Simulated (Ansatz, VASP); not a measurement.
**Two plane-wave programs on SiC**

```xyz
12
Lattice="3.0766 0.0000 0.0000 -1.5383 2.6644 0.0000 0.0000 0.0000 15.0981" Properties=species:S:1:pos:R:3 pbc="T T T"
Si    0.0000    1.7763   12.5765
Si    1.5383    0.8881    5.0275
Si    1.5383    0.8881   10.0629
Si    0.0000    1.7763    2.5138
Si    0.0000    0.0000    7.5450
Si    0.0000    0.0000   15.0940
C     0.0000    0.0000   13.2013
C     0.0000    0.0000    5.6522
C     0.0000    1.7763   10.6894
C     1.5383    0.8881    3.1404
C     1.5383    0.8881    8.1759
C     0.0000    1.7763    0.6269
```

Alike in both runs: task relaxation of cell and atoms; functional LDA; k mesh 12 × 12 × 2; occupations gaussian, width 0.02 eV; no spin polarisation.

```csv
,VASP,Ansatz
version,VASP 6.6.1,Ansatz 0.2.0
potentials or method,"VASP PAW LDA potentials, release 64 (Si, C), cutoff 600 eV","scalar-relativistic, plane waves, PAW"
valence electrons in the cell,48,48
```

|  | VASP | Ansatz | Ansatz less VASP |
| --- | --- | --- | --- |
| gap on the k mesh at the Fermi level, each at its own relaxed structure (eV) | 1.97 | 1.98 | +0.011 |
| relaxed volume (Å³/atom) | 10.15 | 10.14 | -0.010 |
| relaxed length of the cell vector where the two differ most in proportion (Å) | 15.017 | 15.012 | -0.0054 |

LDA's correlation is that of Perdew and Zunger in VASP and of Perdew and Wang (1992) in Ansatz.
